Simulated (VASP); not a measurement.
Write the native input for VASP 6.6.1 that does the following.

```yaml
Task: single point
Functional: PBE
Potentials_or_basis: VASP PAW PBE potentials, release 64 (Si, Ge_d, S)
Cutoff: 520 eV
k_mesh: 6 × 6 × 4
Occupations: gaussian, width 0.1 eV
Spin: no spin polarisation
Dipole_correction: no
Further_INCAR_settings: ALGO = Normal; EDIFF = 1e-06; NBANDS = 26
```

The structure of SiGeS3 lies in POSCAR:

```
SiGeS3
1.0
    6.6424448579      0.0000000000      0.0000000000
   -3.3212224289      5.7525259901      0.0000000000
    0.0000000000      0.0000000000      2.7222331542
Si Ge S
1 1 3
Direct
    0.0000000000      0.0000000000      0.0000000000
    0.3333333333      0.6666666667      0.5000000000
    0.5071036281      0.4928963719      0.0000000000
    0.5071036281      1.0142072562      0.0000000000
   -0.0142072562      0.4928963719      0.0000000000
```

One way to write it, as run:

INCAR

```
ALGO = Normal
EDIFF = 1E-6
ENCUT = 520
GGA = PE
ISIF = 2
ISMEAR = 0
LASPH = T
LCHARG = F
LREAL = F
LWAVE = F
NBANDS = 26
NELM = 100
PREC = Accurate
SIGMA = 0.1
```

KPOINTS

```
k-points
0
Gamma
  6 6 4
```

Potentials or basis: VASP PAW PBE potentials, release 64 (Si, Ge_d, S).

Command:

```console
$ cat potpaw_PBE.64/Si/POTCAR potpaw_PBE.64/Ge_d/POTCAR potpaw_PBE.64/S/POTCAR > POTCAR
$ mpirun -np 1 vasp_std > vasp.out
```

It gave:

```yaml
Pressure: -0.2 GPa
Largest_force: 0.012 eV/Å
Band_gap_on_the_k_mesh: zero (band 18 reaches 6.27 eV, above the bottom of band 19 at 4.06 eV)
```

Caveat: the k points lie up to 0.58 Å⁻¹ apart.

Wall time 24 s on 1 thread of Intel(R) Xeon(R) 6975P-C (Granite Rapids), on a shared host, peak memory 0.23 GiB.
